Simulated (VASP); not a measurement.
# BAs (I-4m2) in VASP: a series of runs, part 2 of 2

VASP 6.6.1. The steps go on from the part before.

## 4. Electric field gradients, LDA (zz strain of +2 %)

File INCAR:

```
PREC     = Accurate       # precision mode
ENCUT    = 520            # plane-wave cutoff, eV
EDIFF    = 1E-8           # SCF threshold, eV
ISMEAR   = -1             # smearing method
SIGMA    = 0.05           # smearing width, eV
LREAL    = False          # projectors in reciprocal space
LASPH    = True           # aspherical terms in the spheres
NELM     = 60             # most SCF steps
ALGO     = Normal         # electronic algorithm
ISIF     = 2              # what is computed and relaxed
LWAVE    = False          # write WAVECAR
LCHARG   = False          # write CHGCAR
GGA      = CA             # functional
LEFG     = True         
NBANDS   = 11             # bands
```

File KPOINTS:

```
regular mesh
0
Gamma
  13 13 13
```

File POSCAR:

```
BAs
1.0
    0.0000000000      2.3885000000      2.4362700000
    2.3885000000      0.0000000000      2.4362700000
    2.3885000000      2.3885000000      0.0000000000
B As
1 1
Direct
    0.0000000000      0.0000000000      0.0000000000
    0.7500000000      0.7500000000      0.7500000000
```

Potentials or basis: VASP PAW LDA potentials, release 64 (B, As).

Run with:

```sh
> cat potpaw_LDA.64/B/POTCAR potpaw_LDA.64/As/POTCAR > POTCAR
> mpirun -np 1 vasp_std > vasp.out
```

OUTCAR:

```text
PREC = Accurate
   ENCUT = 520
   EDIFF = 1E-8
   ISMEAR = -1
   LREAL = False
   LASPH = True
   NELM = 60
   ISIF = 2
   GGA = CA

 ion  position               nearest neighbor table
   1  0.000  0.000  0.000-   2 2.08   2 2.08   2 2.08   2 2.08
   2  0.750  0.750  0.750-   1 2.08   1 2.08   1 2.08   1 2.08

  LATTYP: Found a body centered tetragonal cell.
 ALAT       =     3.3778490937
 C/A-ratio  =     1.4424978336

  Lattice vectors:

 A1 = (  -2.3885000000,   0.0000000000,   2.4362700000)
 A2 = (   2.3885000000,   0.0000000000,   2.4362700000)
 A3 = (   0.0000000000,   2.3885000000,  -2.4362700000)

Analysis of symmetry for initial positions (statically):
=====================================================================
 Subroutine PRICEL returns:
 Original cell was already a primitive cell.

 Routine SETGRP: Setting up the symmetry group for a
 body centered tetragonal supercell.

[... 524 lines left out ...]
  volume of cell :       27.80
      direct lattice vectors                 reciprocal lattice vectors
     0.000000000  2.388500000  2.436270000    -0.209336404  0.209336404  0.205231768
     2.388500000  0.000000000  2.436270000     0.209336404 -0.209336404  0.205231768
     2.388500000  2.388500000  0.000000000     0.209336404  0.209336404 -0.205231768

 POSITION                                       TOTAL-FORCE (eV/Angst)
 -----------------------------------------------------------------------------------
      0.00000      0.00000      0.00000         0.000000      0.000000     -0.000000
      3.58275      3.58275      3.65440        -0.000000     -0.000000      0.000000
 -----------------------------------------------------------------------------------
    total drift:                                0.000000      0.000000      0.000000

  FREE ENERGIE OF THE ION-ELECTRON SYSTEM (eV)
  ---------------------------------------------------
  free  energy   TOTEN  =       -12.9017524858 eV

  energy  without entropy=      -12.9017523160  energy(sigma->0) =      -12.90175240

 Electric field gradients (V/A^2)
---------------------------------------------------------------------
 ion       V_xx      V_yy      V_zz      V_xy      V_xz      V_yz
---------------------------------------------------------------------
   1      -0.059    -0.059     0.117    -0.000    -0.000    -0.000
   2      -1.376    -1.376     2.753     0.000     0.000     0.000
---------------------------------------------------------------------

 Electric field gradients after diagonalization (V/A^2)
 (convention: |V_zz| > |V_xx| > |V_yy|)
----------------------------------------------------------------------
 ion       V_xx      V_yy      V_zz     asymmetry (V_yy - V_xx)/ V_zz
----------------------------------------------------------------------
   1      -0.059    -0.059     0.117       0.000
   2      -1.377    -1.376     2.753       0.000
----------------------------------------------------------------------

           NMR quadrupolar parameters

 Cq : quadrupolar parameter    Cq=e*Q*V_zz/h
 eta: asymmetry parameters     (V_yy - V_xx)/ V_zz
 Q  : nuclear electric quadrupole moment in mb (millibarn)
----------------------------------------------------------------------
 ion       Cq(MHz)       eta       Q (mb)
----------------------------------------------------------------------
   1       0.000       0.000       1.000
   2       0.007       0.000       1.000
----------------------------------------------------------------------
```

OSZICAR:

```text
N       E                     dE             d eps       ncg     rms          rms(c)
DAV:   1     0.111414889724E+02    0.11141E+02   -0.37874E+03  4312   0.640E+02
DAV:   2    -0.128124079440E+02   -0.23954E+02   -0.22956E+02  5837   0.106E+02
DAV:   3    -0.135805008173E+02   -0.76809E+00   -0.76611E+00  5324   0.173E+01
DAV:   4    -0.135827880701E+02   -0.22873E-02   -0.22871E-02  4792   0.109E+00
DAV:   5    -0.135827919933E+02   -0.39231E-05   -0.39230E-05  5155   0.482E-02    0.487E+00
DAV:   6    -0.129886696724E+02    0.59412E+00   -0.16200E+00  4588   0.504E+00    0.230E+00
DAV:   7    -0.129145526693E+02    0.74117E-01   -0.17597E-01  5094   0.210E+00    0.880E-01
DAV:   8    -0.129017213163E+02    0.12831E-01   -0.22504E-02  4954   0.785E-01    0.956E-02
DAV:   9    -0.129017446026E+02   -0.23286E-04   -0.76562E-04  4834   0.167E-01    0.544E-02
DAV:  10    -0.129017511809E+02   -0.65783E-05   -0.76682E-05  4600   0.497E-02    0.122E-02
DAV:  11    -0.129017526150E+02   -0.14340E-05   -0.16626E-06  5193   0.828E-03    0.112E-02
DAV:  12    -0.129017524853E+02    0.12967E-06   -0.81016E-07  4696   0.371E-03    0.309E-03
DAV:  13    -0.129017524858E+02   -0.51159E-09   -0.33401E-08  5119   0.119E-03
   1 F= -.12901752E+02 E0= -.12901752E+02  d E =-.169772E-06
```

Wall time 51 s (1 thread of Intel Xeon 6975P-C, shared host); peak memory 0.19 GiB.

What came out:

```
Free energy            : -12.9018 eV
Pressure               : -5.6 GPa
Band gap on the k mesh : 1.00 eV, indirect (least direct gap 3.12 eV)
```

Stress tensor (GPa, compression positive):
```
-4.26  0.00  0.00
 0.00 -4.26  0.00
 0.00  0.00 -8.41
```

Electric field gradients, principal values (V/Å²):
```tsv
atom	least	middle	greatest (by size)
1 B	-0.059	-0.059	0.117
2 As	-1.376	-1.377	2.753
```

Caveat: the cell differs from its parent crystal (zz strain of +2 %); without QUAD_EFG the Cq values of the log hold for a quadrupole moment of 1 mb, not for the nuclei. A k mesh can miss the band edges.

## 5. Electric field gradients, LDA (equal xx and yy strain of +2 %)

File INCAR:

```
SYSTEM = BAs
ALGO = Normal
EDIFF = 1E-8
ENCUT = 520
GGA = CA
ISIF = 2
ISMEAR = -1
LASPH = .True.
LCHARG = .False.
LEFG = .True.
LREAL = .False.
LWAVE = .False.
NBANDS = 11
NELM = 80
PREC = Accurate
SIGMA = 0.05
```

File KPOINTS:

```
k-points
0
Gamma
  13 13 13
  0 0 0
```

File POSCAR:

```
BAs
1.0
    0.0000000000      2.4362700000      2.3885000000
    2.4362700000      0.0000000000      2.3885000000
    2.4362700000      2.4362700000      0.0000000000
B As
1 1
Direct
    0.0000000000      0.0000000000      0.0000000000
    0.7500000000      0.7500000000      0.7500000000
```

Potentials or basis: VASP PAW LDA potentials, release 64 (B, As).

Run with:

```sh
> cat potpaw_LDA.64/B/POTCAR potpaw_LDA.64/As/POTCAR > POTCAR
> mpirun -np 1 vasp_std > vasp.out
```

OUTCAR:

```text
SYSTEM = BAs
   EDIFF = 1E-8
   ENCUT = 520
   GGA = CA
   ISIF = 2
   ISMEAR = -1
   LASPH = .True.
   LREAL = .False.
   NELM = 80
   PREC = Accurate

 ion  position               nearest neighbor table
   1  0.000  0.000  0.000-   2 2.10   2 2.10   2 2.10   2 2.10
   2  0.750  0.750  0.750-   1 2.10   1 2.10   1 2.10   1 2.10

  LATTYP: Found a body centered tetragonal cell.
 ALAT       =     3.4454060756
 C/A-ratio  =     1.3864838847

  Lattice vectors:

 A1 = (   0.0000000000,  -2.4362700000,  -2.3885000000)
[... 550 lines left out ...]
  free  energy   TOTEN  =       -12.8783309388 eV

  energy  without entropy=      -12.8783306806  energy(sigma->0) =      -12.87833081

 Electric field gradients (V/A^2)
---------------------------------------------------------------------
 ion       V_xx      V_yy      V_zz      V_xy      V_xz      V_yz
---------------------------------------------------------------------
   1       0.034     0.034    -0.068    -0.000    -0.000    -0.000
   2       1.243     1.243    -2.485     0.000     0.000     0.000
---------------------------------------------------------------------

 Electric field gradients after diagonalization (V/A^2)
 (convention: |V_zz| > |V_xx| > |V_yy|)
----------------------------------------------------------------------
 ion       V_xx      V_yy      V_zz     asymmetry (V_yy - V_xx)/ V_zz
----------------------------------------------------------------------
   1       0.034     0.034    -0.068       0.000
   2       1.243     1.243    -2.485       0.000
----------------------------------------------------------------------

           NMR quadrupolar parameters

 Cq : quadrupolar parameter    Cq=e*Q*V_zz/h
 eta: asymmetry parameters     (V_yy - V_xx)/ V_zz
 Q  : nuclear electric quadrupole moment in mb (millibarn)
----------------------------------------------------------------------
 ion       Cq(MHz)       eta       Q (mb)
----------------------------------------------------------------------
   1      -0.000       0.000       1.000
   2      -0.006       0.000       1.000
----------------------------------------------------------------------
```

OSZICAR:

```text
N       E                     dE             d eps       ncg     rms          rms(c)
DAV:   1     0.115122102918E+02    0.11512E+02   -0.37087E+03  4312   0.634E+02
DAV:   2    -0.127673657145E+02   -0.24280E+02   -0.23208E+02  5737   0.104E+02
DAV:   3    -0.135179063822E+02   -0.75054E+00   -0.74894E+00  5359   0.172E+01
DAV:   4    -0.135201165268E+02   -0.22101E-02   -0.22100E-02  4813   0.106E+00
DAV:   5    -0.135201203722E+02   -0.38454E-05   -0.38452E-05  5183   0.472E-02    0.472E+00
DAV:   6    -0.129601627063E+02    0.55996E+00   -0.15547E+00  4582   0.487E+00    0.223E+00
DAV:   7    -0.128908240086E+02    0.69339E-01   -0.16182E-01  5080   0.203E+00    0.868E-01
DAV:   8    -0.128783008017E+02    0.12523E-01   -0.21876E-02  4948   0.770E-01    0.934E-02
DAV:   9    -0.128783224376E+02   -0.21636E-04   -0.76323E-04  4821   0.165E-01    0.522E-02
DAV:  10    -0.128783296634E+02   -0.72258E-05   -0.76751E-05  4627   0.498E-02    0.118E-02
DAV:  11    -0.128783310635E+02   -0.14000E-05   -0.15380E-06  5176   0.810E-03    0.106E-02
DAV:  12    -0.128783309387E+02    0.12473E-06   -0.81212E-07  4714   0.370E-03    0.293E-03
DAV:  13    -0.128783309388E+02   -0.47635E-10   -0.33875E-08  5061   0.119E-03
   1 F= -.12878331E+02 E0= -.12878331E+02  d E =-.258188E-06
```

Run time: 43 s. Hardware: 1 thread of Intel Xeon 6975P-C, shared host; peak memory 0.19 GiB.

What came out:

```
Free energy            : -12.8783 eV
Pressure               : -8.0 GPa
Band gap on the k mesh : 0.87 eV, indirect (least direct gap 3.00 eV)
```

Levels at points of the mesh, in eV from the valence-band top:
```
           k point  band 2  band 3  band 4  band 5  band 6  band 7
(0.00, 0.00, 0.00)   -0.18   -0.18    0.00    3.00    3.12    3.12
```

Electric field gradients, principal values (V/Å²):
```tsv
atom	least	middle	greatest (by size)
1 B	0.034	0.034	-0.068
2 As	1.243	1.243	-2.485
```

Caveat: the cell differs from its parent crystal (equal xx and yy strain of +2 %); without QUAD_EFG the Cq values of the log hold for a quadrupole moment of 1 mb, not for the nuclei.

## 6. Electric field gradients, LDA (equal xx and yy strain of +2 %)

File INCAR:

```
PREC = Accurate
ENCUT = 520
EDIFF = 1E-8
ISMEAR = -1
SIGMA = 0.05
LREAL = F
LASPH = T
NELM = 80
ALGO = Normal
ISIF = 2
LWAVE = F
LCHARG = F
GGA = CA
LEFG = T
NBANDS = 11
```

File KPOINTS:

```
regular mesh
0
Gamma
  13 13 13
```

POSCAR is that of step 5.

Potentials or basis: VASP PAW LDA potentials, release 64 (B, As).

Run with:

```sh
> cat potpaw_LDA.64/B/POTCAR potpaw_LDA.64/As/POTCAR > POTCAR
> mpirun -np 1 vasp_std > vasp.out
```

OUTCAR:

```text
PREC = Accurate
   ENCUT = 520
   EDIFF = 1E-8
   ISMEAR = -1
   LREAL = F
   LASPH = T
   NELM = 80
   ISIF = 2
   GGA = CA

 ion  position               nearest neighbor table
   1  0.000  0.000  0.000-   2 2.10   2 2.10   2 2.10   2 2.10
   2  0.750  0.750  0.750-   1 2.10   1 2.10   1 2.10   1 2.10

  LATTYP: Found a body centered tetragonal cell.
 ALAT       =     3.4454060756
 C/A-ratio  =     1.3864838847

  Lattice vectors:

 A1 = (   0.0000000000,  -2.4362700000,  -2.3885000000)
 A2 = (   0.0000000000,   2.4362700000,  -2.3885000000)
 A3 = (   2.4362700000,   0.0000000000,   2.3885000000)

Analysis of symmetry for initial positions (statically):
=====================================================================
 Subroutine PRICEL returns:
 Original cell was already a primitive cell.

 Routine SETGRP: Setting up the symmetry group for a
 body centered tetragonal supercell.

 Subroutine GETGRP returns: Found  8 space group operations
 (whereof  8 operations were pure point group operations)
 out of a pool of 16 trial point group operations.

The static configuration has the point symmetry D_2d.

Analysis of symmetry for dynamics (positions and initial velocities):
=====================================================================
 Subroutine PRICEL returns:
 Original cell was already a primitive cell.

 Routine SETGRP: Setting up the symmetry group for a
 body centered tetragonal supercell.

 Subroutine GETGRP returns: Found  8 space group operations
 (whereof  8 operations were pure point group operations)
 out of a pool of 16 trial point group operations.

The dynamic configuration has the point symmetry D_2d.

[... 162 lines left out ...]
      8       9.9070      0.00000
      9      14.8825      0.00000
     10      18.3248      0.00000
     11      18.8281      0.00000
[... 309 lines left out ...]
 k-point    24 :       0.4615    0.1538    0.0000
  band No.  band energies     occupation
      1      -6.6803      2.00000
      2      -1.8877      2.00000
      3       2.6563      2.00000
      4       3.1631      2.00000
      5       8.5468      0.00000
      6      10.9525      0.00000
      7      11.7904      0.00000
      8      13.2542      0.00000
      9      17.1541      0.00000
     10      19.4144      0.00000
     11      20.4387      0.00000

 [... further k-points ...]
[... 5 lines left out ...]
  --------------------------------------------------------------------------------------
  -------------------------------------------------------------------------------------
  Total       -1.6411359     -1.6411359     -0.9604759      0.0000000      0.0000000     -0.0000000
  in kB      -92.7361469    -92.7361469    -54.2738943      0.0000000      0.0000000     -0.0000000
  external PRESSURE =     -79.9153960 kB  Pullay stress =       0.0000000 kB

 VOLUME and BASIS-vectors are now :
 -----------------------------------------------------------------------------
  energy-cutoff  :      520.00
  volume of cell :       28.35
      direct lattice vectors                 reciprocal lattice vectors
     0.000000000  2.436270000  2.388500000    -0.205231768  0.205231768  0.209336404
     2.436270000  0.000000000  2.388500000     0.205231768 -0.205231768  0.209336404
     2.436270000  2.436270000  0.000000000     0.205231768  0.205231768 -0.209336404

 POSITION                                       TOTAL-FORCE (eV/Angst)
 -----------------------------------------------------------------------------------
      0.00000      0.00000      0.00000        -0.000000     -0.000000     -0.000000
      3.65440      3.65440      3.58275         0.000000      0.000000      0.000000
 -----------------------------------------------------------------------------------
    total drift:                                0.000000      0.000000      0.000000

  FREE ENERGIE OF THE ION-ELECTRON SYSTEM (eV)
  ---------------------------------------------------
  free  energy   TOTEN  =       -12.8783309388 eV

  energy  without entropy=      -12.8783306806  energy(sigma->0) =      -12.87833081

 Electric field gradients (V/A^2)
---------------------------------------------------------------------
 ion       V_xx      V_yy      V_zz      V_xy      V_xz      V_yz
---------------------------------------------------------------------
   1       0.034     0.034    -0.068    -0.000    -0.000    -0.000
   2       1.243     1.243    -2.485     0.000     0.000     0.000
---------------------------------------------------------------------

 Electric field gradients after diagonalization (V/A^2)
 (convention: |V_zz| > |V_xx| > |V_yy|)
----------------------------------------------------------------------
 ion       V_xx      V_yy      V_zz     asymmetry (V_yy - V_xx)/ V_zz
----------------------------------------------------------------------
   1       0.034     0.034    -0.068       0.000
   2       1.243     1.243    -2.485       0.000
----------------------------------------------------------------------

           NMR quadrupolar parameters

 Cq : quadrupolar parameter    Cq=e*Q*V_zz/h
 eta: asymmetry parameters     (V_yy - V_xx)/ V_zz
 Q  : nuclear electric quadrupole moment in mb (millibarn)
----------------------------------------------------------------------
 ion       Cq(MHz)       eta       Q (mb)
----------------------------------------------------------------------
   1      -0.000       0.000       1.000
   2      -0.006       0.000       1.000
----------------------------------------------------------------------
```

stdout:

```text
POSCAR found type information on POSCAR B As
 POSCAR found :  2 types and       2 ions
 scaLAPACK will be used
 LDA part: xc-table for (Slater(with rela. corr.)+CA(PZ))
 , standard interpolation
 POSCAR, INCAR and KPOINTS ok, starting setup
 FFT: planning ... GRIDC
 FFT: planning ... GRID_SOFT
 FFT: planning ... GRID
 WAVECAR not read
 entering main loop
ion   1

ion   2
```

Run time: 41 s. Hardware: 1 thread of Intel Xeon 6975P-C, shared host; peak memory 0.19 GiB.

What came out:

```yaml
Free_energy: -12.8783 eV
Pressure: -8.0 GPa
Band_gap_on_the_k_mesh: 0.87 eV, indirect (least direct gap 3.00 eV)
```

Electric field gradients, principal values (V/Å²):
```csv
atom,least,middle,greatest (by size)
1 B,0.034,0.034,-0.068
2 As,1.243,1.243,-2.485
```

Caveat: the cell differs from its parent crystal (equal xx and yy strain of +2 %); without QUAD_EFG the Cq values of the log hold for a quadrupole moment of 1 mb, not for the nuclei. A k mesh can miss the band edges.

## 7. Summary

```tsv
cell	gap on the mesh (eV)	pressure (GPa)
a = 3.361, b = 3.361, c = 3.378 Å, angles 59.8, 59.8, 60.3°, 2 atoms	0.97	-1.7
a = 3.395, b = 3.395, c = 3.412 Å, angles 59.8, 59.8, 60.3°, 2 atoms	1.00	-5.7
a = 3.412, b = 3.412, c = 3.378 Å, angles 60.3, 60.3, 59.3°, 2 atoms	1.00	-5.6
a = 3.412, b = 3.412, c = 3.445 Å, angles 59.7, 59.7, 60.7°, 2 atoms	0.87	-8.0
```

Alike in all rows: task electric field gradients; level LDA; potentials or basis VASP PAW LDA potentials, release 64 (B, As); no spin polarisation; k mesh 13 × 13 × 13; cutoff (eV) 520; smearing fermi-dirac 0.05 eV.

Total energies depend on the potentials used, so only differences within one code and one set of settings carry meaning.
